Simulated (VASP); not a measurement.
# Rb (P6_3/mmc) in VASP: single point with r2SCAN

Aim: the single point of Rb with r2SCAN.

Program: VASP 6.6.1. These are calculated values, not measurements. Logs are shortened: lines on timing, memory, paths and dates and some standing lists are left out, and cuts for length are marked.

**1. The cell of the first run**

Symmetry: P6_3/mmc, No. 194, hexagonal system. Conventional cell: a = 4.986 Å, b = 4.986 Å, c = 8.144 Å, α = 90.00°, β = 90.00°, γ = 120.00°.

This isn't the form of Rb at room conditions, which is bcc.

**2. Single point, r2SCAN (87.69 Å³/atom)**

Contents of POSCAR:

```
Rb
1.0
    4.9864081956      0.0000000000      0.0000000000
   -2.4932040978      4.3183561710      0.0000000000
    0.0000000000      0.0000000000      8.1444667194
Rb
2
Direct
    0.3333333333      0.6666666667      0.7500000000
    0.6666666667      0.3333333333      0.2500000000
```

Contents of INCAR.step1:

```
PREC = Accurate ; ENCUT = 520
ISMEAR = 0 ; SIGMA = 0.05
LREAL = False ; LASPH = True
NELM = 100 ; NBANDS = 16
GGA = PE ; ALGO = Normal
EDIFF = 1E-4 ; LWAVE = True
LCHARG = False
```

Contents of INCAR.step2:

```
PREC = Accurate ; ENCUT = 520
EDIFF = 1E-6 ; ISMEAR = 0
SIGMA = 0.05 ; LREAL = False
LASPH = True ; NELM = 100
ALGO = Normal ; ISIF = 2
LWAVE = False ; LCHARG = True
METAGGA = R2SCAN ; LMIXTAU = True
LELF = True ; LVHAR = True
NBANDS = 16 ; ISTART = 1
```

Contents of KPOINTS:

```
Automatic mesh
0
Gamma
  10 10 6
```

Potentials or basis: VASP PAW PBE potentials, release 64 (Rb_sv).

Run with:

```bash
$ cat potpaw_PBE.64/Rb_sv/POTCAR > POTCAR
$ cp INCAR.step1 INCAR
$ mpirun -np 1 vasp_std > vasp.out
$ cp INCAR.step2 INCAR
$ mpirun -np 1 vasp_std > vasp.out
```

OUTCAR:

```text
PREC = Accurate
   ENCUT = 520
   EDIFF = 1E-6
   ISMEAR = 0
   LREAL = False
   LASPH = True
   NELM = 100
   ISIF = 2
   METAGGA = R2SCAN
   ISTART = 1

 ion  position               nearest neighbor table
   1  0.333  0.667  0.750-   2 4.99   2 4.99   2 4.99   2 4.99   2 4.99   2 4.99
   2  0.667  0.333  0.250-   1 4.99   1 4.99   1 4.99   1 4.99   1 4.99   1 4.99

  LATTYP: Found a hexagonal cell.
 ALAT       =     4.9864081956
 C/A-ratio  =     1.6333333333

  Lattice vectors:

 A1 = (   4.9864081956,   0.0000000000,   0.0000000000)
 A2 = (  -2.4932040978,   4.3183561710,   0.0000000000)
 A3 = (   0.0000000000,   0.0000000000,   8.1444667194)

Analysis of symmetry for initial positions (statically):
=====================================================================
 Subroutine PRICEL returns:
 Original cell was already a primitive cell.

 Routine SETGRP: Setting up the symmetry group for a
 hexagonal supercell.

 Subroutine GETGRP returns: Found 24 space group operations
 (whereof 12 operations were pure point group operations)
 out of a pool of 24 trial point group operations.

The static configuration has the point symmetry D_3d.
 The point group associated with its full space group is D_6h.

Analysis of symmetry for dynamics (positions and initial velocities):
=====================================================================
 Subroutine PRICEL returns:
 Original cell was already a primitive cell.

 Routine SETGRP: Setting up the symmetry group for a
 hexagonal supercell.

 Subroutine GETGRP returns: Found 24 space group operations
 (whereof 12 operations were pure point group operations)
 out of a pool of 24 trial point group operations.

The dynamic configuration has the point symmetry D_3d.
 The point group associated with its full space group is D_6h.

 Subroutine INISYM returns: Found 24 space group operations
 (whereof 12 operations are pure point group operations),
 and found     1 'primitive' translations

----------------------------------------------------------------------------------------

                                     Primitive cell

  volume of cell :     175.3755

  direct lattice vectors                    reciprocal lattice vectors
     4.986408196  0.000000000  0.000000000     0.200545154  0.115784799  0.000000000
    -2.493204098  4.318356171  0.000000000     0.000000000  0.231569597  0.000000000
     0.000000000  0.000000000  8.144466719     0.000000000  0.000000000  0.122782747

  length of vectors
     4.986408196  4.986408196  8.144466719     0.231569597  0.231569597  0.122782747

[... 83 lines left out ...]
   NSW    =      0    number of steps for IOM
   IBRION =     -1    ionic relax: 0-MD 1-quasi-New 2-CG
   NFREE  =      0    steps in history (QN), initial steepest desc. (CG)
   ISIF   =      2    stress and relaxation
   ISYM   =      2    0-nonsym 1-usesym 2-fastsym
   POTIM  = 0.5000    time-step for ionic-motion
   TEBEG  =    0.0;   TEEND  =   0.0 temperature during run
   PSTRESS=    0.0 pullay stress
   NELECT =      18.0000    total number of electrons
   NUPDOWN=      -1.0000    fix difference up-down
   EMIN   =  10.00;   EMAX   =-10.00  energy-range for DOS
   EFERMI =   0.00;   METHOD = LEGACY
   ISMEAR =     0;   SIGMA  =   0.05  broadening in eV -4-tet -1-fermi 0-gaus
   EFERMI_NEDOS =   21; number of points for ismear=-14 and -15
   IALGO  =     38    algorithm
   IMIX   =      4    mixing-type and parameters
     AMIX     =   0.40;   BMIX     =  1.00
     AMIX_MAG =   1.60;   BMIX_MAG =  1.00
  volume/ion in A,a.u.               =      87.69       591.75
  Fermi-wavevector in a.u.,A,eV,Ry     =   0.766495  1.448466  7.993622  0.587515
  Thomas-Fermi vector in A             =   1.866846
   LORBIT       =      0    0 simple, 1 ext, 2 COOP (PROOUT), +10 PAW based schemes
   METAGGA = R2SCAN    functional components
   LHFCALC =     F    Hartree Fock is set to
   AEXX    =    0.0000 exact exchange contribution
   IVDW    =     0    specifies the selected vdW correction
   LEPSILON=     F    determine dielectric tensor
   LRPA    =     F    only Hartree local field effects (RPA)
 non-spin polarized calculation
 Gauss-broadening in eV      SIGMA  =   0.05
  energy-cutoff  :      520.00
  volume of cell :      175.38
 maximum number of plane-waves:      4758
 NGX is ok and might be reduce to    40
   NGX = 19   NGY = 19   NGZ = 31

 number of electron      18.0000000 magnetization

 Free energy of the ion-electron system (eV)
  ---------------------------------------------------
  ext. energy  EPLUGINS =         0.00000000
  ---------------------------------------------------
  free energy    TOTEN  =       -27.82592866 eV

  energy without entropy =      -27.82366742  energy(sigma->0) =      -27.82479804

 E-fermi :   0.1388     XC(G=0):  -5.8223

 val. band max:        0.1144007306   @ k =   0.3000   0.2000   0.3333
 cond. band min:       0.1464803538   @ k =   0.1000   0.1000   0.1667
 fundamental gap:      0.0320796232
 Fermi energy:         0.1388152151

 k-point     1 :       0.0000    0.0000    0.0000
  band No.  band energies     occupation
      1     -29.8971      2.00000
      2     -29.8921      2.00000
      3     -13.4943      2.00000
      4     -13.3980      2.00000
      5     -13.3980      2.00000
      6     -13.3833      2.00000
[... 433 lines left out ...]
      3     -13.4833      2.00000
      4     -13.4675      2.00000
      5     -13.4380      2.00000
      6     -13.4241      2.00000
[... 8 lines left out ...]
     15       3.6777      0.00000
     16       4.6602      0.00000

 [... further k-points ...]

------------------------ aborting loop because EDIFF is reached ----------------------------------------

  FORCE on cell =-STRESS in cart. coord.  units (eV):
  Direction    XX          YY          ZZ          XY          YZ          ZX
  --------------------------------------------------------------------------------------
  -------------------------------------------------------------------------------------
  Total        0.3191780      0.3191780      0.2401378      0.0000000     -0.0000000      0.0000000
  in kB        2.9159128      2.9159128      2.1938261      0.0000000     -0.0000000      0.0000000
  external PRESSURE =       2.6752172 kB  Pullay stress =       0.0000000 kB

 VOLUME and BASIS-vectors are now :
 -----------------------------------------------------------------------------
  energy-cutoff  :      520.00
  volume of cell :      175.38
      direct lattice vectors                 reciprocal lattice vectors
     4.986408196  0.000000000  0.000000000     0.200545154  0.115784799  0.000000000
    -2.493204098  4.318356171  0.000000000     0.000000000  0.231569597  0.000000000
     0.000000000  0.000000000  8.144466719     0.000000000  0.000000000  0.122782747

 POSITION                                       TOTAL-FORCE (eV/Angst)
 -----------------------------------------------------------------------------------
     -0.00000      2.87890      6.10835         0.000000      0.000000      0.000000
      2.49320      1.43945      2.03612        -0.000000      0.000000      0.000000
 -----------------------------------------------------------------------------------
    total drift:                                0.000000     -0.000000      0.000000

  FREE ENERGIE OF THE ION-ELECTRON SYSTEM (eV)
  ---------------------------------------------------
  free  energy   TOTEN  =       -27.8259286605 eV

  energy  without entropy=      -27.8236674233  energy(sigma->0) =      -27.82479804
```

Run time: 12 min. Hardware: 1 thread of Intel Xeon Platinum 8375C at 2.90GHz (Ice Lake), shared host; peak memory 0.41 GiB.

What came out:

```
Free energy            : -27.8259 eV
Pressure               : 0.3 GPa
Band gap on the k mesh : zero (bands 9 and 10 overlap by 2.24 eV)
```

Caveat: the PAW data sets were made with another functional, which shifts forces and pressure a little.

The gap in the log of VASP goes by the Fermi energy; the results here count the filled bands.